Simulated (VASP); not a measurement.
C, 16 atoms in the cell. The typed cell holds 16 atoms: a = 4.203 Å, b = 4.203 Å, c = 6.863 Å, α = 90.00°, β = 90.00°, γ = 109.47°. 

```yaml
Program: VASP 6.6.1
Task: relaxation of cell and atoms
Functional: PBEsol
Potentials_or_basis: VASP PAW PBE potentials, release 64 (C)
Cutoff: 600 eV
k_mesh: 6 × 6 × 4
Occupations: gaussian, width 0.05 eV
Spin: no spin polarisation
Dipole_correction: no
Further_INCAR_settings: LREAL = Auto; ALGO = Normal; EDIFF = 1e-06; IBRION = 2; EDIFFG = -0.01; NSW = 100; ISIF = 3
```

Potentials or basis: VASP PAW PBE potentials, release 64 (C).

Launch:

```sh
$ cat potpaw_PBE.64/C/POTCAR > POTCAR
$ mpirun -np 1 vasp_std > vasp.out
```

Hardware: 1 thread of Intel(R) Xeon(R) 6975P-C (Granite Rapids) (shared host).

How long does it take, and how much memory?

It took 33 min on 1 thread of Intel(R) Xeon(R) 6975P-C (Granite Rapids), with other jobs on the host, peak memory 0.42 GiB. Counts: scf iterations 80, k points 76, ion steps 16.
